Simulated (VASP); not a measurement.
A run of VASP 6.6.1:

File INCAR:

```
PREC = Accurate ; ENCUT = 520
EDIFF = 1E-6 ; ISMEAR = 0
SIGMA = 0.15 ; LREAL = False
LASPH = True ; NELM = 60
ALGO = Normal ; ISIF = 2
LWAVE = False ; LCHARG = False
GGA = PE ; NBANDS = 8
```

File KPOINTS:

```
regular mesh
0
Gamma
  16 16 16
```

The input POSCAR:

```
Sb
1.0
    2.8153816747      0.0000000000      0.0000000000
    0.0000000000      2.8153816747      0.0000000000
    0.0000000000      0.0000000000      3.9809496880
Sb
1
Direct
    0.0000000000      0.0000000000      0.0000000000
```

Potentials or basis: VASP PAW PBE potentials, release 64 (Sb).

The run is started by

```sh
$ cat potpaw_PBE.64/Sb/POTCAR > POTCAR
$ mpirun -np 1 vasp_std > vasp.out
```

Hardware: 1 thread of Intel(R) Xeon(R) 6975P-C (Granite Rapids), on a shared host.

**Question.** Estimate the wall time of this run.

**Answer.** Wall time 22 s on 1 thread of Intel(R) Xeon(R) 6975P-C (Granite Rapids), with other jobs on the host, peak memory 0.22 GiB. Counts: scf iterations 10, k points 405.
